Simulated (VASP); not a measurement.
**Sn: relaxation of cell and atoms with LDA**

Sn:

```
CELL_PARAMETERS angstrom
-1.91373 1.91373 1.91373
1.91373 -1.91373 1.91373
1.91373 1.91373 -1.91373
ATOMIC_POSITIONS crystal
Sn 0.00000 0.00000 0.00000
```

```json
{
 "Program": "VASP 6.6.1",
 "Task": "relaxation of cell and atoms",
 "Functional": "LDA",
 "Potentials or basis": "VASP PAW LDA potentials, release 64 (Sn_d)",
 "Cutoff": "600 eV",
 "k mesh": "12 × 12 × 12",
 "Occupations": "fermi-dirac, width 0.1 eV",
 "Spin": "no spin polarisation",
 "Dipole correction": "no",
 "Further INCAR settings": "ALGO = Normal; EDIFF = 1e-07; IBRION = 2; EDIFFG = -0.01; NSW = 80; ISIF = 3"
}
```

```json
{
  "Relaxed volume": "25.43 Å³/atom",
  "Relaxed cell": "a = 3.209 Å, b = 3.209 Å, c = 3.209 Å, α = 109.47°, β = 109.47°, γ = 109.47°",
  "Space group after relaxing (to 0.05 Å)": "Im-3m (No. 229)",
  "Energy gained by relaxing": "40.9 meV/atom",
  "Ionic steps": "3",
  "Pressure after relaxing": "0.0 GPa",
  "Band gap on the k mesh": "zero (band 7 reaches 17.11 eV, above the bottom of band 8 at 5.99 eV)"
}
```

Step by step:
| step | energy change (eV) | largest force (eV/Å) | pressure (GPa) | volume (Å³) |
| --- | --- | --- | --- | --- |
| 1 | 0.0000 | 0.0000 | -4.62 | 28.03 |
| 2 | -0.0386 | 0.0000 | 1.35 | 24.88 |
| 3 | -0.0409 | 0.0000 | 0.01 | 25.43 |

Final structure:
```xyz
1
Lattice="-1.8525 1.8525 1.8525 1.8525 -1.8525 1.8525 1.8525 1.8525 -1.8525" Properties=species:S:1:pos:R:3 pbc="T T T"
Sn    0.0000    0.0000    0.0000
```

Levels at points of the mesh, in eV from the Fermi level:
| k point | band 5 | band 6 | band 7 | band 8 | band 9 | band 10 |
| --- | --- | --- | --- | --- | --- | --- |
| (0.00, 0.00, 0.00) | -21.37 | -11.64 | 8.43 | 8.43 | 8.43 | 12.31 |
| (0.50, 0.00, 0.00) | -21.26 | -6.58 | -4.78 | 3.73 | 5.61 | 8.39 |
| (0.50, 0.50, 0.50) | -21.29 | -2.25 | -0.60 | -0.60 | -0.60 | 3.91 |

Run time: 48 s on 1 thread of Intel(R) Xeon(R) Platinum 8259CL CPU @ 2.50GHz (Skylake/Cascade Lake) (shared host), peak memory 0.16 GiB.

Caveat: spin-orbit coupling is left out, which moves the levels of the heavy elements.
